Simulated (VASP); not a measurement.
Wanted: the native input for a VASP 6.6.1 run.

```yaml
Task: single point
Functional: r2SCAN
Potentials_or_basis: VASP PAW PBE potentials, release 64 (Cs_sv, H)
Cutoff: 520 eV
k_mesh: 8 × 8 × 8
Occupations: gaussian, width 0.05 eV
Spin: no spin polarisation
Dipole_correction: no
Further_INCAR_settings: ALGO = Normal; EDIFF = 1e-07; NBANDS = 12
```

Crystal: CsH.

```
Cs H
1.0
     0.00000    3.23168    3.10241
     3.23168    0.00000    3.10241
     3.23168    3.23168    0.00000
Cs H
1 1
Direct
  0.00000 0.00000 0.00000
  0.50000 0.50000 0.50000
```

This cell differs from its parent crystal: ratio of the length along z to the lengths across it x 0.96, volume and fractional coordinates fixed.

One way to write it, as run:

POSCAR

```
CsH
1.0
    0.0000000000      3.2316766603      3.1024095939
    3.2316766603      0.0000000000      3.1024095939
    3.2316766603      3.2316766603      0.0000000000
Cs H
1 1
Direct
    0.0000000000      0.0000000000      0.0000000000
    0.5000000000      0.5000000000      0.5000000000
```

INCAR.step1

```
  ALGO = Normal
  EDIFF = 1E-4
  ENCUT = 520
  GGA = PE
  ISMEAR = 0
  LASPH = True
  LCHARG = False
  LREAL = False
  LWAVE = True
  NBANDS = 12
  NELM = 100
  PREC = Accurate
  SIGMA = 0.05
```

INCAR.step2

```
  ALGO = Normal
  EDIFF = 1E-7
  ENCUT = 520
  ISIF = 2
  ISMEAR = 0
  ISTART = 1
  LASPH = True
  LCHARG = False
  LMIXTAU = True
  LREAL = False
  LWAVE = False
  METAGGA = R2SCAN
  NBANDS = 12
  NELM = 100
  PREC = Accurate
  SIGMA = 0.05
```

KPOINTS

```
k-points
0
Gamma
  8 8 8
```

Potentials or basis: VASP PAW PBE potentials, release 64 (Cs_sv, H).

Run with:

```bash
$ cat potpaw_PBE.64/Cs_sv/POTCAR potpaw_PBE.64/H/POTCAR > POTCAR
$ cp INCAR.step1 INCAR
$ mpirun -np 1 vasp_std > vasp.out
$ cp INCAR.step2 INCAR
$ mpirun -np 1 vasp_std > vasp.out
```

It gave:

| Quantity | Value |
| --- | --- |
| Pressure | 0.1 GPa |
| Band gap on the k mesh | 2.65 eV, direct |

Caveat: the PAW data sets were made with another functional, which shifts forces and pressure a little; spin-orbit coupling is left out, which moves the levels of the heavy elements.

Wall time 2.1 min on 1 thread of AMD EPYC 9R45 96-Core Processor (Zen 5) (shared host), peak memory 0.21 GiB.
